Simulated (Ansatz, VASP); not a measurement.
**One calculation of SiC, two programs**

INCAR

```
ALGO = Normal
EDIFF = 1E-6
ENCUT = 520
GGA = PE
ISIF = 2
ISMEAR = 0
LASPH = True
LCHARG = False
LREAL = False
LWAVE = False
NBANDS = 11
NELM = 60
PREC = Accurate
SIGMA = 0.01
```

Contents of KPOINTS:

```
k-points
0
Gamma
  2 2 2
```

Contents of POSCAR:

```
SiC
1.0
    0.0000000000      2.1780523476      2.1780523476
    2.1780523476      0.0000000000      2.1780523476
    2.1780523476      2.1780523476      0.0000000000
Si C
1 1
Direct
    0.0000000000      0.0000000000      0.0000000000
    0.2500000000      0.2500000000      0.2500000000
```

Input for Ansatz:

```yaml
crystal:
  lattice:
    - [0.0, 2.1780523476, 2.1780523476]
    - [2.1780523476, 0.0, 2.1780523476]
    - [2.1780523476, 2.1780523476, 0.0]
  atoms:
    - { symbol: Si, position: [0.0, 0.0, 0.0] }
    - { symbol: C, position: [0.25, 0.25, 0.25] }
kpoints:
  mp_grid: { grid: [2, 2, 2] }
hamiltonian:
  xc: pbe
scf:
  occupations: { method: fixed }
  n_extra_bands: 4
output:
  forces: true
  stress: true
  eigenvalues: true
```

Alike in both runs: task single point; functional PBE; k mesh 2 × 2 × 2; no spin polarisation.

```csv
,VASP,Ansatz
version,VASP 6.6.1,Ansatz 0.2.0
potentials or method,"VASP PAW PBE potentials, release 64 (Si, C)",plane waves
plane-wave cutoff (eV),520,420
occupations,"gaussian, width 0.01 eV",fixed
valence electrons in the cell,8,8
```

VASP gave:

| Quantity | Value |
| --- | --- |
| gap on the k mesh at the Fermi level (eV) | 0.94 |
| pressure (GPa) | 12.2 |

Question: What did Ansatz give for the same quantities?

Answer: gap on the k mesh at the Fermi level (eV): 0.94; pressure (GPa): 12.3.

The k mesh is coarse, so the values compare programs but aren't converged.
